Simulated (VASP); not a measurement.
The system is CsPbCl3.

```
CELL_PARAMETERS angstrom
4.04864 2.31755 3.27732
-4.04864 2.31755 3.27732
0.00000 -4.63511 3.27732
ATOMIC_POSITIONS crystal
Cs 0.50000 0.50000 0.50000
Pb 0.00000 0.00000 0.00000
Cl 0.50000 0.00005 0.99995
Cl 0.00005 0.99995 0.50000
Cl 0.99995 0.50000 0.00005
```

This cell differs from its parent crystal: uniaxial x strain +0.9%.

Base run:

* Program: VASP 6.6.1
* Functional: PBE
* Potentials or basis: VASP PAW PBE potentials, release 64 (Cs_sv, Pb_d, Cl)
* Cutoff: 520 eV
* k mesh: 4 × 4 × 4
* Occupations: fermi-dirac, width 0.02 eV
* Spin: no spin polarisation

Its results: band gap on the k mesh 2.10 eV; pressure 0.5 GPa.

**Question.** The run is repeated on the same cell with these changes: functional from PBE to r2SCAN; occupations from fermi-dirac, width 0.02 eV to gaussian, width 0.01 eV. What comes out?

**Answer.** Band gap on the k mesh 2.48 eV; pressure -0.2 GPa.

Caveats: spin-orbit coupling is left out, which moves the levels of the heavy elements; the PAW data sets were made with another functional, which shifts forces and pressure a little (at least some runs).

A k mesh can miss the band edges.
